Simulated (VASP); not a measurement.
Write the native input for VASP 6.6.1 that does the following.

```
Task                   : single point
Functional             : RPBE
Potentials or basis    : VASP PAW PBE potentials, release 64 (In_d, P)
Cutoff                 : 500 eV
k mesh                 : 6 × 6 × 6, shifted
Occupations            : gaussian, width 0.01 eV
Spin                   : no spin polarisation
Dipole correction      : no
Further INCAR settings : ALGO = Normal; EDIFF = 1e-06; NBANDS = 16; ISYM = -1
```

The structure of InP lies in POSCAR:

```
InP
1.0
    0.0000000000      2.9305000000      2.9305000000
    2.9305000000      0.0000000000      2.9305000000
    2.9305000000      2.9305000000      0.0000000000
In P
1 1
Direct
    0.0000000000      0.0000000000      0.0000000000
    0.7500000000      0.7500000000      0.7500000000
```

The input as run:

INCAR

```
SYSTEM = InP
PREC = Accurate
ENCUT = 500
EDIFF = 1E-6
ISMEAR = 0
SIGMA = 0.01
LREAL = .False.
LASPH = .True.
NELM = 120
ALGO = Normal
ISIF = 2
LWAVE = .False.
LCHARG = .False.
GGA = RP
NBANDS = 16
ISYM = -1
GGA_COMPAT = .False.
```

KPOINTS

```
explicit points
108
Reciprocal
  0.08333333   0.08333333   0.08333333 2
  0.08333333   0.08333333   0.25000000 2
  0.08333333   0.08333333   0.41666667 2
  0.08333333   0.08333333   0.58333333 2
  0.08333333   0.08333333   0.75000000 2
  0.08333333   0.08333333   0.91666667 2
  0.08333333   0.25000000   0.08333333 2
  0.08333333   0.25000000   0.25000000 2
  0.08333333   0.25000000   0.41666667 2
  0.08333333   0.25000000   0.58333333 2
  0.08333333   0.25000000   0.75000000 2
  0.08333333   0.25000000   0.91666667 2
  0.08333333   0.41666667   0.08333333 2
  0.08333333   0.41666667   0.25000000 2
  0.08333333   0.41666667   0.41666667 2
  0.08333333   0.41666667   0.58333333 2
  0.08333333   0.41666667   0.75000000 2
  0.08333333   0.41666667   0.91666667 2
  0.08333333   0.58333333   0.08333333 2
  0.08333333   0.58333333   0.25000000 2
  0.08333333   0.58333333   0.41666667 2
  0.08333333   0.58333333   0.58333333 2
  0.08333333   0.58333333   0.75000000 2
  0.08333333   0.58333333   0.91666667 2
  0.08333333   0.75000000   0.08333333 2
  0.08333333   0.75000000   0.25000000 2
  0.08333333   0.75000000   0.41666667 2
  0.08333333   0.75000000   0.58333333 2
  0.08333333   0.75000000   0.75000000 2
  0.08333333   0.75000000   0.91666667 2
  0.08333333   0.91666667   0.08333333 2
  0.08333333   0.91666667   0.25000000 2
  0.08333333   0.91666667   0.41666667 2
  0.08333333   0.91666667   0.58333333 2
  0.08333333   0.91666667   0.75000000 2
  0.08333333   0.91666667   0.91666667 2
  0.25000000   0.08333333   0.08333333 2
  0.25000000   0.08333333   0.25000000 2
  0.25000000   0.08333333   0.41666667 2
  0.25000000   0.08333333   0.58333333 2
  0.25000000   0.08333333   0.75000000 2
  0.25000000   0.08333333   0.91666667 2
  0.25000000   0.25000000   0.08333333 2
  0.25000000   0.25000000   0.25000000 2
  0.25000000   0.25000000   0.41666667 2
  0.25000000   0.25000000   0.58333333 2
  0.25000000   0.25000000   0.75000000 2
  0.25000000   0.25000000   0.91666667 2
  0.25000000   0.41666667   0.08333333 2
  0.25000000   0.41666667   0.25000000 2
  0.25000000   0.41666667   0.41666667 2
  0.25000000   0.41666667   0.58333333 2
  0.25000000   0.41666667   0.75000000 2
  0.25000000   0.41666667   0.91666667 2
  0.25000000   0.58333333   0.08333333 2
  0.25000000   0.58333333   0.25000000 2
  0.25000000   0.58333333   0.41666667 2
  0.25000000   0.58333333   0.58333333 2
  0.25000000   0.58333333   0.75000000 2
  0.25000000   0.58333333   0.91666667 2
  0.25000000   0.75000000   0.08333333 2
  0.25000000   0.75000000   0.25000000 2
  0.25000000   0.75000000   0.41666667 2
  0.25000000   0.75000000   0.58333333 2
  0.25000000   0.75000000   0.75000000 2
  0.25000000   0.75000000   0.91666667 2
  0.25000000   0.91666667   0.08333333 2
  0.25000000   0.91666667   0.25000000 2
  0.25000000   0.91666667   0.41666667 2
  0.25000000   0.91666667   0.58333333 2
  0.25000000   0.91666667   0.75000000 2
  0.25000000   0.91666667   0.91666667 2
  0.41666667   0.08333333   0.08333333 2
  0.41666667   0.08333333   0.25000000 2
  0.41666667   0.08333333   0.41666667 2
  0.41666667   0.08333333   0.58333333 2
  0.41666667   0.08333333   0.75000000 2
  0.41666667   0.08333333   0.91666667 2
  0.41666667   0.25000000   0.08333333 2
  0.41666667   0.25000000   0.25000000 2
  0.41666667   0.25000000   0.41666667 2
  0.41666667   0.25000000   0.58333333 2
  0.41666667   0.25000000   0.75000000 2
  0.41666667   0.25000000   0.91666667 2
  0.41666667   0.41666667   0.08333333 2
  0.41666667   0.41666667   0.25000000 2
  0.41666667   0.41666667   0.41666667 2
  0.41666667   0.41666667   0.58333333 2
  0.41666667   0.41666667   0.75000000 2
  0.41666667   0.41666667   0.91666667 2
  0.41666667   0.58333333   0.08333333 2
  0.41666667   0.58333333   0.25000000 2
  0.41666667   0.58333333   0.41666667 2
  0.41666667   0.58333333   0.58333333 2
  0.41666667   0.58333333   0.75000000 2
  0.41666667   0.58333333   0.91666667 2
  0.41666667   0.75000000   0.08333333 2
  0.41666667   0.75000000   0.25000000 2
  0.41666667   0.75000000   0.41666667 2
  0.41666667   0.75000000   0.58333333 2
  0.41666667   0.75000000   0.75000000 2
  0.41666667   0.75000000   0.91666667 2
  0.41666667   0.91666667   0.08333333 2
  0.41666667   0.91666667   0.25000000 2
  0.41666667   0.91666667   0.41666667 2
  0.41666667   0.91666667   0.58333333 2
  0.41666667   0.91666667   0.75000000 2
  0.41666667   0.91666667   0.91666667 2
```

Potentials or basis: VASP PAW PBE potentials, release 64 (In_d, P).

Launch:

```bash
$ cat potpaw_PBE.64/In_d/POTCAR potpaw_PBE.64/P/POTCAR > POTCAR
$ mpirun -np 1 vasp_std > vasp.out
```

Results of the run:

The pressure is 5.1 GPa and the band gap on the k mesh is 1.55 eV.

Caveat: the cell stands under pressure; the PAW data sets were made with another functional, which shifts forces and pressure a little; spin-orbit coupling is left out, which moves the levels of the heavy elements; a shifted mesh leaves out Γ, where band edges can lie.

It took 46 s on 1 thread of AMD EPYC 9R45 96-Core Processor (Zen 5), with other jobs on the host, peak memory 0.19 GiB.
